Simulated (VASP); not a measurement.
# Ge in VASP: single point with LDA

Aim: the single point of Ge with LDA.

Everything below comes from runs of VASP 6.6.1. Logs are shortened: lines on timing, memory, paths and dates and some standing lists are left out, and cuts for length are marked.

### 1 The cell of the first run

The cell holds a slab with vacuum, 6 atoms: a = 3.975 Å, b = 3.975 Å, c = 23.027 Å, α = 90.00°, β = 90.00°, γ = 90.00°.

### 2 Single point, LDA

The input, INCAR:

```
SYSTEM = Ge
  PREC = Accurate
  ENCUT = 520
  EDIFF = 1E-6
  ISMEAR = -1
  SIGMA = 0.02
  LREAL = .FALSE.
  LASPH = .TRUE.
  NELM = 100
  ALGO = Normal
  ISIF = 2
  LWAVE = .FALSE.
  LCHARG = .TRUE.
  LDIPOL = .TRUE.
  IDIPOL = 3
  DIPOL = 0.5 0.5 0.500
  GGA = CA
  LELF = .TRUE.
  LVHAR = .TRUE.
  LVACPOTAV = .TRUE.
  NBANDS = 51
```

The input, KPOINTS:

```
regular mesh
0
G
  7 7 1
  0 0 0
```

The input, POSCAR:

```
Ge
1.0
    3.9751430010      0.0000000000      0.0000000000
    0.0000000000      3.9751430010      0.0000000000
    0.0000000000      0.0000000000     23.0271000000
Ge
6
Direct
    0.7500000000      0.0000000000      0.3474161655
    0.2500000000      0.0000000000      0.4084496993
    0.2500000000      0.5000000000      0.4694832331
    0.7500000000      0.5000000000      0.5305167669
    0.7500000000      0.0000000000      0.5915503007
    0.2500000000      0.0000000000      0.6525838345
```

Potentials or basis: VASP PAW LDA potentials, release 64 (Ge_d).

Launch:

```
> cat potpaw_LDA.64/Ge_d/POTCAR > POTCAR
> mpirun -np 1 vasp_std > vasp.out
```

OUTCAR:

```text
SYSTEM = Ge
   PREC = Accurate
   ENCUT = 520
   EDIFF = 1E-6
   ISMEAR = -1
   LREAL = .FALSE.
   LASPH = .TRUE.
   NELM = 100
   ISIF = 2
   GGA = CA

 ion  position               nearest neighbor table
   1  0.750  0.000  0.347-   2 2.43   2 2.43
   2  0.250  0.000  0.408-   1 2.43   3 2.43   3 2.43   1 2.43
   3  0.250  0.500  0.469-   2 2.43   4 2.43   2 2.43   4 2.43
   4  0.750  0.500  0.531-   3 2.43   5 2.43   5 2.43   3 2.43
   5  0.750  0.000  0.592-   4 2.43   6 2.43   4 2.43   6 2.43
   6  0.250  0.000  0.653-   5 2.43   5 2.43

  LATTYP: Found a simple tetragonal cell.
 ALAT       =     3.9751430010
 C/A-ratio  =     5.7927727365

  Lattice vectors:

 A1 = (   3.9751430010,   0.0000000000,   0.0000000000)
 A2 = (   0.0000000000,   3.9751430010,   0.0000000000)
 A3 = (   0.0000000000,   0.0000000000,  23.0271000000)

Analysis of symmetry for initial positions (statically):
=====================================================================
 Subroutine PRICEL returns:
 Original cell was already a primitive cell.

 Routine SETGRP: Setting up the symmetry group for a
 simple tetragonal supercell.

 Subroutine GETGRP returns: Found  8 space group operations
 (whereof  4 operations were pure point group operations)
 out of a pool of 16 trial point group operations.

The static configuration has the point symmetry C_2h.
 The point group associated with its full space group is D_2h.

Analysis of symmetry for dynamics (positions and initial velocities):
=====================================================================
 Subroutine PRICEL returns:
 Original cell was already a primitive cell.

 Routine SETGRP: Setting up the symmetry group for a
 simple tetragonal supercell.

 Subroutine GETGRP returns: Found  8 space group operations
 (whereof  4 operations were pure point group operations)
 out of a pool of 16 trial point group operations.

The dynamic configuration has the point symmetry C_2h.
 The point group associated with its full space group is D_2h.

 Subroutine INISYM returns: Found  8 space group operations
 (whereof  4 operations are pure point group operations),
 and found     1 'primitive' translations

----------------------------------------------------------------------------------------

                                     Primitive cell

  volume of cell :     363.8688
[... 93 lines left out ...]
   NFREE  =      0    steps in history (QN), initial steepest desc. (CG)
   ISIF   =      2    stress and relaxation
   ISYM   =      2    0-nonsym 1-usesym 2-fastsym
   POTIM  = 0.5000    time-step for ionic-motion
   TEBEG  =    0.0;   TEEND  =   0.0 temperature during run
   PSTRESS=    0.0 pullay stress
   NELECT =      84.0000    total number of electrons
   NUPDOWN=      -1.0000    fix difference up-down
   EMIN   =  10.00;   EMAX   =-10.00  energy-range for DOS
   EFERMI =   0.00;   METHOD = LEGACY
   ISMEAR =    -1;   SIGMA  =   0.02  broadening in eV -4-tet -1-fermi 0-gaus
   EFERMI_NEDOS =   21; number of points for ismear=-14 and -15
   IALGO  =     38    algorithm
   IMIX   =      4    mixing-type and parameters
     AMIX     =   0.40;   BMIX     =  1.00
     AMIX_MAG =   1.60;   BMIX_MAG =  1.00
  volume/ion in A,a.u.               =      60.64       409.25
  Fermi-wavevector in a.u.,A,eV,Ry     =   1.004276  1.897806 13.722427  1.008570
  Thomas-Fermi vector in A             =   2.136881
   LORBIT       =      0    0 simple, 1 ext, 2 COOP (PROOUT), +10 PAW based schemes
   GGA     = CA    functional components
   LHFCALC =     F    Hartree Fock is set to
   AEXX    =    0.0000 exact exchange contribution
   IVDW    =     0    specifies the selected vdW correction
   LEPSILON=     F    determine dielectric tensor
   LRPA    =     F    only Hartree local field effects (RPA)
 non-spin polarized calculation
  energy-cutoff  :      520.00
  volume of cell :      363.87
 maximum number of plane-waves:      9909
 NGX is ok and might be reduce to    30
   NGX = 15   NGY = 15   NGZ = 85

 dipolmoment           0.000000      0.000000      0.000000 electrons x Angstroem

 number of electron      83.9999991 magnetization

 dipolmoment           0.000000      0.000000     -0.000000 electrons x Angstroem

 Free energy of the ion-electron system (eV)
  ---------------------------------------------------
  ext. energy  EPLUGINS =         0.00000000
  ---------------------------------------------------
  free energy    TOTEN  =       -27.82226532 eV

  energy without entropy =      -27.81576791  energy(sigma->0) =      -27.81901662

 E-fermi :  -1.6305     XC(G=0):  -4.6072

 val. band max:       -1.6403335462   @ k =   0.2857   0.1429   0.0000
 cond. band min:      -1.5791704791   @ k =   0.1429   0.1429   0.0000
 fundamental gap:      0.0611630671
 Fermi energy:        -1.6304756451

 k-point     1 :       0.0000    0.0000    0.0000
  band No.  band energies     occupation
      1     -26.2579      2.00000
      2     -26.2057      2.00000
      3     -26.1944      2.00000
      4     -26.1822      2.00000
      5     -26.1743      2.00000
      6     -26.1365      2.00000
[... 853 lines left out ...]
     50       3.5981      0.00000
     51       4.3334      0.00000

------------------------ aborting loop because EDIFF is reached ----------------------------------------

  FORCE on cell =-STRESS in cart. coord.  units (eV):
  Direction    XX          YY          ZZ          XY          YZ          ZX
  --------------------------------------------------------------------------------------
  -------------------------------------------------------------------------------------
  Total        0.1013369     -2.3633117      0.6048464      0.0000000      0.0000000      0.0000000
  in kB        0.4462040    -10.4060720      2.6632439      0.0000000      0.0000000      0.0000000
  external PRESSURE =      -2.4322080 kB  Pullay stress =       0.0000000 kB

 VOLUME and BASIS-vectors are now :
 -----------------------------------------------------------------------------
  energy-cutoff  :      520.00
  volume of cell :      363.87
      direct lattice vectors                 reciprocal lattice vectors
     3.975143001  0.000000000  0.000000000     0.251563277  0.000000000  0.000000000
     0.000000000  3.975143001  0.000000000     0.000000000  0.251563277  0.000000000
     0.000000000  0.000000000 23.027100000     0.000000000  0.000000000  0.043427092

 POSITION                                       TOTAL-FORCE (eV/Angst)
 -----------------------------------------------------------------------------------
      2.98136      0.00000      7.99999         0.000000      0.000000     -0.057444
      0.99379      0.00000      9.40541         0.000000     -0.000000     -0.118910
      0.99379      1.98757     10.81084        -0.000000      0.000000      0.187587
      2.98136      1.98757     12.21626         0.000000      0.000000     -0.187587
      2.98136      0.00000     13.62169         0.000000      0.000000      0.118910
      0.99379      0.00000     15.02711         0.000000      0.000000      0.057444
 -----------------------------------------------------------------------------------
    total drift:                                0.000000      0.000000     -0.000000

  FREE ENERGIE OF THE ION-ELECTRON SYSTEM (eV)
  ---------------------------------------------------
  free  energy   TOTEN  =       -27.8222653203 eV

  energy  without entropy=      -27.8157679097  energy(sigma->0) =      -27.81901662

 vacuum level on the upper side and lower side of the slab         3.515         3.515
```

OSZICAR:

```text
N       E                     dE             d eps       ncg     rms          rms(c)
DAV:   1     0.824836841544E+03    0.82484E+03   -0.44542E+04  2027   0.294E+03
DAV:   2     0.114744482415E+03   -0.71009E+03   -0.69218E+03  1856   0.762E+02
DAV:   3    -0.183633367154E+02   -0.13311E+03   -0.13146E+03  2074   0.214E+02
[... 16 lines left out ...]
DAV:  20    -0.278222545521E+02   -0.49952E-05   -0.56674E-07  1212   0.252E-02    0.327E-04
DAV:  21    -0.278222626570E+02   -0.81049E-05   -0.54838E-07  1126   0.516E-03    0.315E-04
DAV:  22    -0.278222639505E+02   -0.12935E-05   -0.17834E-07  1159   0.109E-02    0.178E-04
DAV:  23    -0.278222650405E+02   -0.10900E-05   -0.56595E-08  1117   0.600E-03    0.441E-05
DAV:  24    -0.278222653203E+02   -0.27984E-06   -0.46868E-08  1070   0.272E-03
   1 F= -.27822265E+02 E0= -.27819017E+02  d E =-.649741E-02
```

stdout:

```text
POSCAR found type information on POSCAR Ge
 POSCAR found :  1 types and       6 ions
 scaLAPACK will be used
 LDA part: xc-table for (Slater(with rela. corr.)+CA(PZ))
 , standard interpolation
 POSCAR, INCAR and KPOINTS ok, starting setup
 FFT: planning ... GRIDC
 FFT: planning ... GRID_SOFT
 FFT: planning ... GRID
 WAVECAR not read
 entering main loop
 -----------------------------------------------------------------------------
|                                                                             |
|           W    W    AA    RRRRR   N    N  II  N    N   GGGG   !!!           |
|           W    W   A  A   R    R  NN   N  II  NN   N  G    G  !!!           |
|           W    W  A    A  R    R  N N  N  II  N N  N  G       !!!           |
|           W WW W  AAAAAA  RRRRR   N  N N  II  N  N N  G  GGG   !            |
|           WW  WW  A    A  R   R   N   NN  II  N   NN  G    G                |
|           W    W  A    A  R    R  N    N  II  N    N   GGGG   !!!           |
|                                                                             |
|     Did not find any points to average over, which means that no vacuum     |
|     field-free region was found. Please increase the size of  your cell     |
|     in the dimension of the dipole correction to obtain accurate            |
|     workfunction values.                                                    |
|                                                                             |
 -----------------------------------------------------------------------------
```

Wall time 15 min (1 thread of Intel Xeon 8259CL, shared host); peak memory 0.43 GiB.

Results:

| Property | Result |
| --- | --- |
| Free energy | -27.8223 eV |
| Largest force | 0.188 eV/Å |
| Band gap on the k mesh | zero (bands 42 and 43 overlap by 1.17 eV) |

Forces in eV/Å, atoms in the order of the input:
```
Ge   0.000  0.000 -0.057
Ge   0.000  0.000 -0.119
Ge   0.000  0.000  0.188
Ge   0.000  0.000 -0.188
Ge   0.000  0.000  0.119
Ge   0.000  0.000  0.057
```
